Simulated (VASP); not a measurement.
# InP (I-4m2) in VASP: a series of runs, part 2 of 2

VASP 6.6.1. The steps go on from the part before.

### 5 Single point, r2SCAN (strain +0.000 along x and y, -0.015 along z)

Contents of POSCAR:

```
InP
1.0
    0.0000000000      2.9305000000      2.8865425000
    2.9305000000      0.0000000000      2.8865425000
    2.9305000000      2.9305000000      0.0000000000
In P
1 1
Direct
    0.0000000000      0.0000000000      0.0000000000
    0.7500000000      0.7500000000      0.7500000000
```

Contents of INCAR.step1:

```
SYSTEM = InP
ALGO = Normal
EDIFF = 1E-4
ENCUT = 520
GGA = PE
ISMEAR = 0
LASPH = .True.
LCHARG = .False.
LREAL = .False.
LWAVE = .True.
NBANDS = 16
NELM = 80
PREC = Accurate
SIGMA = 0.05
```

Contents of INCAR.step2:

```
SYSTEM = InP
ALGO = Normal
EDIFF = 1E-6
ENCUT = 520
ISIF = 2
ISMEAR = 0
ISTART = 1
LASPH = .True.
LCHARG = .False.
LMIXTAU = .True.
LREAL = .False.
LWAVE = .False.
METAGGA = R2SCAN
NBANDS = 16
NELM = 80
PREC = Accurate
SIGMA = 0.05
```

Contents of KPOINTS:

```
k-points
0
Gamma
  8 8 8
  0 0 0
```

Potentials or basis: VASP PAW PBE potentials, release 64 (In_d, P).

Launch:

```
> cat potpaw_PBE.64/In_d/POTCAR potpaw_PBE.64/P/POTCAR > POTCAR
> cp INCAR.step1 INCAR
> mpirun -np 1 vasp_std > vasp.out
> cp INCAR.step2 INCAR
> mpirun -np 1 vasp_std > vasp.out
```

OUTCAR:

```text
SYSTEM = InP
   EDIFF = 1E-6
   ENCUT = 520
   ISIF = 2
   ISMEAR = 0
   ISTART = 1
   LASPH = .True.
   LREAL = .False.
   METAGGA = R2SCAN
   NELM = 80
   PREC = Accurate

 ion  position               nearest neighbor table
   1  0.000  0.000  0.000-   2 2.53   2 2.53   2 2.53   2 2.53
   2  0.750  0.750  0.750-   1 2.53   1 2.53   1 2.53   1 2.53

  LATTYP: Found a body centered tetragonal cell.
 ALAT       =     4.1443528445
 C/A-ratio  =     1.3930003589

  Lattice vectors:

 A1 = (   0.0000000000,  -2.9305000000,  -2.8865425000)
 A2 = (   0.0000000000,   2.9305000000,  -2.8865425000)
 A3 = (   2.9305000000,   0.0000000000,   2.8865425000)

Analysis of symmetry for initial positions (statically):
=====================================================================
 Subroutine PRICEL returns:
 Original cell was already a primitive cell.

 Routine SETGRP: Setting up the symmetry group for a
 body centered tetragonal supercell.

 Subroutine GETGRP returns: Found  8 space group operations
 (whereof  8 operations were pure point group operations)
[... 158 lines left out ...]
  ext. energy  EPLUGINS =         0.00000000
  ---------------------------------------------------
  free energy    TOTEN  =       -32.28023882 eV

  energy without entropy =      -32.28023882  energy(sigma->0) =      -32.28023882

 E-fermi :   5.4360     XC(G=0):  -9.9532

 val. band max:        5.2292214732   @ k =   0.0000   0.0000   0.0000
 cond. band min:       6.4366861194   @ k =   0.0000   0.0000   0.0000
 fundamental gap:      1.2074646462
 Fermi energy:         5.4359885704

 k-point     1 :       0.0000    0.0000    0.0000
  band No.  band energies     occupation
      1      -9.5081      2.00000
      2      -9.5081      2.00000
      3      -9.5015      2.00000
      4      -9.3192      2.00000
      5      -9.3172      2.00000
      6      -6.9279      2.00000
[... 433 lines left out ...]
      3      -9.4523      2.00000
      4      -9.3248      2.00000
      5      -9.3025      2.00000
      6      -5.5794      2.00000
[... 8 lines left out ...]
     15      15.7307      0.00000
     16      15.8890      0.00000

 [... further k-points ...]
[... 5 lines left out ...]
  --------------------------------------------------------------------------------------
  -------------------------------------------------------------------------------------
  Total        0.7858034      0.7858034      0.9830146      0.0000000      0.0000000     -0.0000000
  in kB       25.3941145     25.3941145     31.7672166      0.0000000      0.0000000     -0.0000000
  external PRESSURE =      27.5184819 kB  Pullay stress =       0.0000000 kB

 VOLUME and BASIS-vectors are now :
 -----------------------------------------------------------------------------
  energy-cutoff  :      520.00
  volume of cell :       49.58
      direct lattice vectors                 reciprocal lattice vectors
     0.000000000  2.930500000  2.886542500    -0.170619348  0.170619348  0.173217612
     2.930500000  0.000000000  2.886542500     0.170619348 -0.170619348  0.173217612
     2.930500000  2.930500000  0.000000000     0.170619348  0.170619348 -0.173217612

 POSITION                                       TOTAL-FORCE (eV/Angst)
 -----------------------------------------------------------------------------------
      0.00000      0.00000      0.00000        -0.000000     -0.000000      0.000000
      4.39575      4.39575      4.32981         0.000000      0.000000     -0.000000
 -----------------------------------------------------------------------------------
    total drift:                                0.000001      0.000001      0.000005

  FREE ENERGIE OF THE ION-ELECTRON SYSTEM (eV)
  ---------------------------------------------------
  free  energy   TOTEN  =       -32.2802388240 eV

  energy  without entropy=      -32.2802388240  energy(sigma->0) =      -32.28023882
```

OUTCAR.step1:

```text
SYSTEM = InP
   EDIFF = 1E-4
   ENCUT = 520
   GGA = PE
   ISMEAR = 0
   LASPH = .True.
   LREAL = .False.
[... 677 lines left out ...]
      0.00000      0.00000      0.00000        -0.000000     -0.000000      0.000000
      4.39575      4.39575      4.32981         0.000000      0.000000     -0.000000
 -----------------------------------------------------------------------------------
    total drift:                               -0.000000     -0.000000      0.000001

  FREE ENERGIE OF THE ION-ELECTRON SYSTEM (eV)
  ---------------------------------------------------
  free  energy   TOTEN  =        -8.3615146426 eV

  energy  without entropy=       -8.3615146426  energy(sigma->0) =       -8.36151464
```

Run time: 2.4 min. Hardware: 1 thread of Intel Xeon 8259CL, shared host; peak memory 0.21 GiB.

What came out:

```
Free energy            : -32.2802 eV
Pressure               : 2.8 GPa
Band gap on the k mesh : 1.21 eV
```

Caveat: the cell differs from its parent crystal (strain +0.000 along x and y, -0.015 along z); the PAW data sets were made with another functional, which shifts forces and pressure a little; spin-orbit coupling is left out, which moves the levels of the heavy elements.

### 6 Overview

| cell | gap on the mesh (eV) | pressure (GPa) |
| --- | --- | --- |
| a = 4.146, b = 4.146, c = 4.020 Å, angles 61.0, 61.0, 58.0°, 2 atoms | 1.22 | 4.0 |
| a = 4.083, b = 4.083, c = 4.144 Å, angles 59.5, 59.5, 61.0°, 2 atoms | 1.25 | 4.0 |
| a = 4.113, b = 4.113, c = 4.082 Å, angles 60.3, 60.3, 59.5°, 2 atoms | 1.32 | 4.0 |
| a = 4.113, b = 4.113, c = 4.144 Å, angles 59.8, 59.8, 60.5°, 2 atoms | 1.21 | 2.8 |

Alike in all rows: task single point; level r2SCAN; potentials or basis VASP PAW PBE potentials, release 64 (In_d, P); no spin polarisation; k mesh 8 × 8 × 8; cutoff (eV) 520; smearing gaussian 0.05 eV.

Caveats: the PAW data sets were made with another functional, which shifts forces and pressure a little; spin-orbit coupling is left out, which moves the levels of the heavy elements; the cell stands under pressure (at least some runs).

Total energies depend on the potentials used, so only differences within one code and one set of settings carry meaning.
